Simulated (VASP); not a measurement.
## BN: single point with HF

BN:

```
B N
1.0
     0.00000    1.74583    1.74583
     1.74583    0.00000    1.74583
     1.74583    1.74583    0.00000
B N
1 1
Direct
  0.00000 0.00000 0.00000
  0.50000 0.50000 0.50000
```

| Quantity | Value |
| --- | --- |
| Program | VASP 6.6.1 |
| Task | single point |
| Functional | HF |
| Potentials or basis | VASP PAW PBE potentials, release 64 (B, N) |
| Cutoff | 520 eV |
| k mesh | 8 × 8 × 8 |
| Occupations | gaussian, width 0.01 eV |
| Spin | no spin polarisation |

```yaml
Pressure: -9.6 GPa
Band_gap_on_the_k_mesh: 9.15 eV (least direct gap 15.11 eV)
```

Levels at points of the mesh, in eV from the valence-band top:
```
           k point  band 1  band 2  band 3  band 4  band 5  band 6  band 7  band 8
(0.00, 0.00, 0.00)  -30.47   -1.22   -1.22   -1.22   19.92   23.93   23.93   23.93
(0.50, 0.00, 0.00)  -23.87  -16.80   -0.71   -0.71   14.40   14.40   17.14   25.84
(0.50, 0.50, 0.00)  -20.41  -15.53   -7.37   -7.37    9.15   17.77   27.35   27.35
```

Run time: 18 min on 1 thread of Intel Xeon 8259CL, on a shared host, peak memory 0.13 GiB.

Caveat: the cell stands under tension; the PAW data sets were made with another functional, which shifts forces and pressure a little. A k mesh can miss the band edges.
